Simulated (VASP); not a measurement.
# AlRu (Pm-3m) in VASP: a series of runs

AlRu is run at these levels: PBE; tasks: single point.

Program: VASP 6.6.1. These are calculated values, not measurements. Logs are shortened: lines on timing, memory, paths and dates and some standing lists are left out, and cuts for length are marked.

## 1. The cell of the first run

Symmetry: Pm-3m, No. 221, cubic system. Conventional cell: a = 2.992 Å, b = 2.992 Å, c = 2.992 Å, α = 90.00°, β = 90.00°, γ = 90.00°. Al (site symmetry m-3m) has 8 Ru at 2.59 Å and 6 Al at 2.99 Å within 3.4 Å. Within 3.4 Å of Ru (site symmetry m-3m) lie 8 Al at 2.59 Å and 6 Ru at 2.99 Å.

## 2. Single point, PBE

INCAR

```
SYSTEM = AlRu
  ALGO = Normal
  EDIFF = 1E-7
  ENCUT = 520
  GGA = PE
  ISIF = 2
  ISMEAR = -1
  LASPH = .True.
  LCHARG = .True.
  LELF = .True.
  LREAL = .False.
  LVHAR = .True.
  LWAVE = .False.
  NBANDS = 16
  NELM = 100
  PREC = Accurate
  SIGMA = 0.05
```

KPOINTS

```
k-points
0
Gamma
  16 16 16
  0 0 0
```

POSCAR

```
AlRu
1.0
    2.9916000000      0.0000000000      0.0000000000
    0.0000000000      2.9916000000      0.0000000000
    0.0000000000      0.0000000000      2.9916000000
Al Ru
1 1
Direct
    0.0000000000      0.0000000000      0.0000000000
    0.5000000000      0.5000000000      0.5000000000
```

Potentials or basis: VASP PAW PBE potentials, release 64 (Al, Ru_pv).

On the command line:

```
$ cat potpaw_PBE.64/Al/POTCAR potpaw_PBE.64/Ru_pv/POTCAR > POTCAR
$ mpirun -np 1 vasp_std > vasp.out
```

OUTCAR:

```text
SYSTEM = AlRu
   EDIFF = 1E-7
   ENCUT = 520
   GGA = PE
   ISIF = 2
   ISMEAR = -1
   LASPH = .True.
   LREAL = .False.
   NELM = 100
   PREC = Accurate

 ion  position               nearest neighbor table
   1  0.000  0.000  0.000-   2 2.59   2 2.59   2 2.59   2 2.59   2 2.59   2 2.59   2 2.59   2 2.59

   2  0.500  0.500  0.500-   1 2.59   1 2.59   1 2.59   1 2.59   1 2.59   1 2.59   1 2.59   1 2.59

  LATTYP: Found a simple cubic cell.
 ALAT       =     2.9916000000

  Lattice vectors:

 A1 = (   2.9916000000,   0.0000000000,   0.0000000000)
 A2 = (   0.0000000000,   2.9916000000,   0.0000000000)
 A3 = (   0.0000000000,   0.0000000000,   2.9916000000)

Analysis of symmetry for initial positions (statically):
=====================================================================
 Subroutine PRICEL returns:
 Original cell was already a primitive cell.

 Routine SETGRP: Setting up the symmetry group for a
 simple cubic supercell.

 Subroutine GETGRP returns: Found 48 space group operations
 (whereof 48 operations were pure point group operations)
 out of a pool of 48 trial point group operations.

The static configuration has the point symmetry O_h .

Analysis of symmetry for dynamics (positions and initial velocities):
=====================================================================
 Subroutine PRICEL returns:
 Original cell was already a primitive cell.

 Routine SETGRP: Setting up the symmetry group for a
 simple cubic supercell.

 Subroutine GETGRP returns: Found 48 space group operations
 (whereof 48 operations were pure point group operations)
 out of a pool of 48 trial point group operations.

The dynamic configuration has the point symmetry O_h .

 Subroutine INISYM returns: Found 48 space group operations
 (whereof 48 operations are pure point group operations),
 and found     1 'primitive' translations

----------------------------------------------------------------------------------------

                                     Primitive cell

  volume of cell :      26.7738

  direct lattice vectors                    reciprocal lattice vectors
     2.991600000  0.000000000  0.000000000     0.334269287  0.000000000  0.000000000
     0.000000000  2.991600000  0.000000000     0.000000000  0.334269287  0.000000000
     0.000000000  0.000000000  2.991600000     0.000000000  0.000000000  0.334269287

  length of vectors
     2.991600000  2.991600000  2.991600000     0.334269287  0.334269287  0.334269287

  position of ions in fractional coordinates (direct lattice)
     0.000000000  0.000000000  0.000000000
     0.500000000  0.500000000  0.500000000

  ion indices of the primitive-cell ions
   primitive index   ion index
                 1           1
                 2           2

----------------------------------------------------------------------------------------

 KPOINTS: k-points

Automatic generation of k-mesh.
 Grid dimensions read from file:
 generate k-points for:   16   16   16

 Generating k-lattice:

  Cartesian coordinates                     Fractional coordinates (reciprocal lattice)
     0.020891830  0.000000000  0.000000000     0.062500000  0.000000000  0.000000000
     0.000000000  0.020891830  0.000000000     0.000000000  0.062500000  0.000000000
     0.000000000  0.000000000  0.020891830     0.000000000  0.000000000  0.062500000

  Length of vectors
     0.020891830  0.020891830  0.020891830

  Shift w.r.t. Gamma in fractional coordinates (k-lattice)
     0.000000000  0.000000000  0.000000000

 Subroutine IBZKPT returns following result:
 ===========================================

 Found    165 irreducible k-points:

 Following reciprocal coordinates:
            Coordinates               Weight
  0.000000  0.000000  0.000000      1.000000
  0.062500  0.000000  0.000000      6.000000
  0.125000  0.000000  0.000000      6.000000
  0.187500  0.000000  0.000000      6.000000
  0.250000  0.000000  0.000000      6.000000
  0.312500  0.000000  0.000000      6.000000
[... 16 lines left out ...]
  0.437500  0.125000  0.000000     24.000000
  0.500000  0.125000  0.000000     12.000000
 [... further k-points ...]
   k-points           NKPTS =    165   k-points in BZ     NKDIM =    165   number of bands    NBANDS=     16
   number of dos      NEDOS =    301   number of ions     NIONS =      2
   total plane-waves  NPLWV =  13824
   dimension x,y,z NGX =    24 NGY =   24 NGZ =   24
   dimension x,y,z NGXF=    48 NGYF=   48 NGZF=   48
   ions per type =               1   1
   NGX,Y,Z   is equivalent  to a cutoff of  13.34, 13.34, 13.34 a.u.
   NGXF,Y,Z  is equivalent  to a cutoff of  26.67, 26.67, 26.67 a.u.
 SYSTEM =  AlRu
   PREC   = accura    normal or accurate (medium, high low for compatibility)
   ISTART =      0    job   : 0-new  1-cont  2-samecut
   ICHARG =      2    charge: 1-file 2-atom 10-const
   ISPIN  =      1    spin polarized calculation?
   LNONCOLLINEAR =      F non collinear calculations
   LSORBIT =      F    spin-orbit coupling
   LASPH  =      T    aspherical Exc in radial PAW
   ENCUT  =  520.0 eV  38.22 Ry    6.18 a.u.   5.56  5.56  5.56*2*pi/ulx,y,z
   NELM   =    100;   NELMIN=  2; NELMDL= -5     # of ELM steps
   EDIFF  = 0.1E-06   stopping-criterion for ELM
   LREAL  =      F    real-space projection
   EDIFFG = 0.1E-05   stopping-criterion for IOM
   NSW    =      0    number of steps for IOM
   IBRION =     -1    ionic relax: 0-MD 1-quasi-New 2-CG
   NFREE  =      0    steps in history (QN), initial steepest desc. (CG)
   ISIF   =      2    stress and relaxation
   ISYM   =      2    0-nonsym 1-usesym 2-fastsym
   POTIM  = 0.5000    time-step for ionic-motion
   TEBEG  =    0.0;   TEEND  =   0.0 temperature during run
   PSTRESS=    0.0 pullay stress
   NELECT =      17.0000    total number of electrons
   NUPDOWN=      -1.0000    fix difference up-down
   EMIN   =  10.00;   EMAX   =-10.00  energy-range for DOS
   EFERMI =   0.00;   METHOD = LEGACY
   ISMEAR =    -1;   SIGMA  =   0.05  broadening in eV -4-tet -1-fermi 0-gaus
   EFERMI_NEDOS =   21; number of points for ismear=-14 and -15
   IALGO  =     38    algorithm
   IMIX   =      4    mixing-type and parameters
     AMIX     =   0.40;   BMIX     =  1.00
     AMIX_MAG =   1.60;   BMIX_MAG =  1.00
  volume/ion in A,a.u.               =      13.39        90.34
  Fermi-wavevector in a.u.,A,eV,Ry     =   1.407087  2.659009 26.938090  1.979894
  Thomas-Fermi vector in A             =   2.529382
   LORBIT       =      0    0 simple, 1 ext, 2 COOP (PROOUT), +10 PAW based schemes
   GGA     = PE    functional components
   LHFCALC =     F    Hartree Fock is set to
   AEXX    =    0.0000 exact exchange contribution
   IVDW    =     0    specifies the selected vdW correction
   LEPSILON=     F    determine dielectric tensor
   LRPA    =     F    only Hartree local field effects (RPA)
 non-spin polarized calculation
  energy-cutoff  :      520.00
  volume of cell :       26.77
 maximum number of plane-waves:       739
 NGX is ok and might be reduce to    24
   NGX = 11   NGY = 11   NGZ = 11

 number of electron      16.9999995 magnetization

 Free energy of the ion-electron system (eV)
  ---------------------------------------------------
  ext. energy  EPLUGINS =         0.00000000
  ---------------------------------------------------
  free energy    TOTEN  =       -14.26185124 eV

  energy without entropy =      -14.24784426  energy(sigma->0) =      -14.25484775

 E-fermi :  10.7326     XC(G=0): -12.5660

 val. band max:       10.7299086122   @ k =   0.4375   0.4375   0.1250
 cond. band min:      10.7398923070   @ k =   0.0625   0.0625   0.0625
 fundamental gap:      0.0099836948
 Fermi energy:        10.7326028223

 k-point     1 :       0.0000    0.0000    0.0000
  band No.  band energies     occupation
      1     -31.0495      2.00000
      2     -31.0495      2.00000
      3     -31.0495      2.00000
      4       1.0424      2.00000
      5       7.1509      2.00000
      6       7.1509      2.00000
[... 8 lines left out ...]
     15      22.8419      0.00000
     16      25.8256      0.00000

 k-point     2 :       0.0625    0.0000    0.0000
  band No.  band energies     occupation
      1     -31.0576      2.00000
      2     -31.0488      2.00000
      3     -31.0488      2.00000
      4       1.1176      2.00000
      5       7.1774      2.00000
      6       7.1775      2.00000
[... 8 lines left out ...]
     15      22.8422      0.00000
     16      26.0604      0.00000

 k-point     3 :       0.1250    0.0000    0.0000
  band No.  band energies     occupation
      1     -31.0805      2.00000
      2     -31.0469      2.00000
      3     -31.0469      2.00000
      4       1.3406      2.00000
      5       7.2414      2.00000
      6       7.2542      2.00000
[... 8 lines left out ...]
     15      22.8435      0.00000
     16      26.8005      0.00000

 k-point     4 :       0.1875    0.0000    0.0000
  band No.  band energies     occupation
      1     -31.1146      2.00000
      2     -31.0440      2.00000
      3     -31.0440      2.00000
      4       1.7036      2.00000
      5       7.2912      2.00000
      6       7.3735      2.00000
[... 8 lines left out ...]
     15      23.1418      0.00000
     16      28.0406      0.00000

 k-point     5 :       0.2500    0.0000    0.0000
  band No.  band energies     occupation
      1     -31.1547      2.00000
      2     -31.0406      2.00000
      3     -31.0406      2.00000
      4       2.1943      2.00000
      5       7.2406      2.00000
      6       7.5212      2.00000
[... 8 lines left out ...]
     15      23.5158      0.00000
     16      27.1934      0.00000

 k-point     6 :       0.3125    0.0000    0.0000
  band No.  band energies     occupation
      1     -31.1946      2.00000
      2     -31.0371      2.00000
      3     -31.0371      2.00000
      4       2.7966      2.00000
      5       6.9937      2.00000
      6       7.6776      2.00000
[... 8 lines left out ...]
     15      23.7695      0.00000
     16      26.0466      0.00000

 k-point     7 :       0.3750    0.0000    0.0000
  band No.  band energies     occupation
      1     -31.2282      2.00000
      2     -31.0343      2.00000
      3     -31.0343      2.00000
      4       3.4895      2.00000
      5       6.5113      2.00000
      6       7.8180      2.00000
[... 8 lines left out ...]
     15      23.9256      0.00000
     16      24.9489      0.00000

 k-point     8 :       0.4375    0.0000    0.0000
  band No.  band energies     occupation
      1     -31.2506      2.00000
      2     -31.0323      2.00000
      3     -31.0323      2.00000
      4       4.2428      2.00000
      5       5.8472      2.00000
      6       7.9164      2.00000
[... 8 lines left out ...]
     15      23.9732      0.00000
     16      23.9732      0.00000

 k-point     9 :       0.5000    0.0000    0.0000
  band No.  band energies     occupation
      1     -31.2584      2.00000
      2     -31.0316      2.00000
      3     -31.0316      2.00000
      4       4.8803      2.00000
      5       5.2314      2.00000
      6       7.9519      2.00000
[... 8 lines left out ...]
     15      23.4543      0.00000
     16      23.4543      0.00000
[... 172 lines left out ...]
 k-point    19 :       0.1875    0.1250    0.0000
  band No.  band energies     occupation
      1     -31.1117      2.00000
      2     -31.0745      2.00000
      3     -31.0414      2.00000
      4       1.9846      2.00000
      5       7.3922      2.00000
      6       7.4923      2.00000
[... 8 lines left out ...]
     15      23.8484      0.00000
     16      27.2332      0.00000

 k-point    20 :       0.2500    0.1250    0.0000
  band No.  band energies     occupation
      1     -31.1515      2.00000
      2     -31.0709      2.00000
      3     -31.0379      2.00000
      4       2.4604      2.00000
      5       7.3408      2.00000
      6       7.6390      2.00000
[... 8 lines left out ...]
     15      24.4885      0.00000
     16      26.0807      0.00000

 k-point    21 :       0.3125    0.1250    0.0000
  band No.  band energies     occupation
      1     -31.1911      2.00000
      2     -31.0672      2.00000
      3     -31.0345      2.00000
      4       3.0420      2.00000
      5       7.0697      2.00000
      6       7.8001      2.00000
[... 8 lines left out ...]
     15      24.8037      0.00000
     16      25.0923      0.00000

 k-point    22 :       0.3750    0.1250    0.0000
  band No.  band energies     occupation
      1     -31.2245      2.00000
      2     -31.0641      2.00000
      3     -31.0316      2.00000
      4       3.7082      2.00000
      5       6.5711      2.00000
      6       7.9538      2.00000
[... 8 lines left out ...]
     15      23.7006      0.00000
     16      24.8312      0.00000

 k-point    23 :       0.4375    0.1250    0.0000
  band No.  band energies     occupation
      1     -31.2467      2.00000
      2     -31.0620      2.00000
      3     -31.0297      2.00000
      4       4.4334      2.00000
      5       5.9173      2.00000
      6       8.0709      2.00000
[... 8 lines left out ...]
     15      22.8437      0.00000
     16      23.8293      0.00000

 k-point    24 :       0.5000    0.1250    0.0000
  band No.  band energies     occupation
      1     -31.2545      2.00000
      2     -31.0613      2.00000
      3     -31.0290      2.00000
      4       5.1666      2.00000
      5       5.2029      2.00000
      6       8.1162      2.00000
[... 8 lines left out ...]
     15      22.8433      0.00000
     16      23.1144      0.00000

 [... further k-points ...]
[... 5 lines left out ...]
  --------------------------------------------------------------------------------------
  -------------------------------------------------------------------------------------
  Total        0.4303926      0.4303926      0.4303926      0.0000000      0.0000000      0.0000000
  in kB       25.7551939     25.7551939     25.7551939      0.0000000      0.0000000      0.0000000
  external PRESSURE =      25.7551939 kB  Pullay stress =       0.0000000 kB

 VOLUME and BASIS-vectors are now :
 -----------------------------------------------------------------------------
  energy-cutoff  :      520.00
  volume of cell :       26.77
      direct lattice vectors                 reciprocal lattice vectors
     2.991600000  0.000000000  0.000000000     0.334269287  0.000000000  0.000000000
     0.000000000  2.991600000  0.000000000     0.000000000  0.334269287  0.000000000
     0.000000000  0.000000000  2.991600000     0.000000000  0.000000000  0.334269287

 POSITION                                       TOTAL-FORCE (eV/Angst)
 -----------------------------------------------------------------------------------
      0.00000      0.00000      0.00000         0.000000      0.000000      0.000000
      1.49580      1.49580      1.49580         0.000000      0.000000      0.000000
 -----------------------------------------------------------------------------------
    total drift:                                0.000000     -0.000000     -0.000000

  FREE ENERGIE OF THE ION-ELECTRON SYSTEM (eV)
  ---------------------------------------------------
  free  energy   TOTEN  =       -14.2618512360 eV

  energy  without entropy=      -14.2478442607  energy(sigma->0) =      -14.25484775
```

It took 25 s on 1 thread of Intel Xeon 6975P-C, shared host; peak memory 0.19 GiB.

What came out:

```yaml
Free_energy: -14.2619 eV
Pressure: 2.6 GPa
```

## 3. Single point, PBE (volume scaled by 1.02, then relaxed in part)

INCAR

```
ALGO = Normal ; EDIFF = 1E-7
ENCUT = 520 ; GGA = PE
ISIF = 2 ; ISMEAR = -1
LASPH = T ; LCHARG = F
LREAL = F ; LWAVE = F
NBANDS = 16 ; NELM = 80
PREC = Accurate ; SIGMA = 0.05
```

KPOINTS

```
k-points
0
Gamma
  16 16 16
```

POSCAR

```
AlRu
1.0
    3.0114124979      0.0000000000      0.0000000000
    0.0000000000      3.0114124979      0.0000000000
    0.0000000000      0.0000000000      3.0114124979
Al Ru
1 1
Direct
    0.0000000000      0.0000000000      0.0000000000
    0.5000000000      0.5000000000      0.5000000000
```

Potentials or basis: VASP PAW PBE potentials, release 64 (Al, Ru_pv).

On the command line:

```
$ cat potpaw_PBE.64/Al/POTCAR potpaw_PBE.64/Ru_pv/POTCAR > POTCAR
$ mpirun -np 1 vasp_std > vasp.out
```

It took 27 s on 1 thread of Intel Xeon 6975P-C, shared host; peak memory 0.19 GiB.

The run converged. Its results:

| Quantity | Value |
| --- | --- |
| Free energy | -14.2637 eV |
| Pressure | -1.5 GPa |

Levels at points of the mesh, in eV from the Fermi level:
```tsv
k point	band 7	band 8	band 9	band 10	band 11	band 12
(0.00, 0.00, 0.00)	0.16	0.16	0.16	5.97	5.97	5.97
(0.50, 0.00, 0.00)	-1.58	-1.58	0.40	2.20	7.44	10.91
(0.50, 0.50, 0.00)	-1.37	-1.14	-1.14	1.47	5.17	6.02
(0.50, 0.50, 0.50)	1.56	1.56	2.44	4.07	4.07	4.07
```

[end of part 1 of 2]
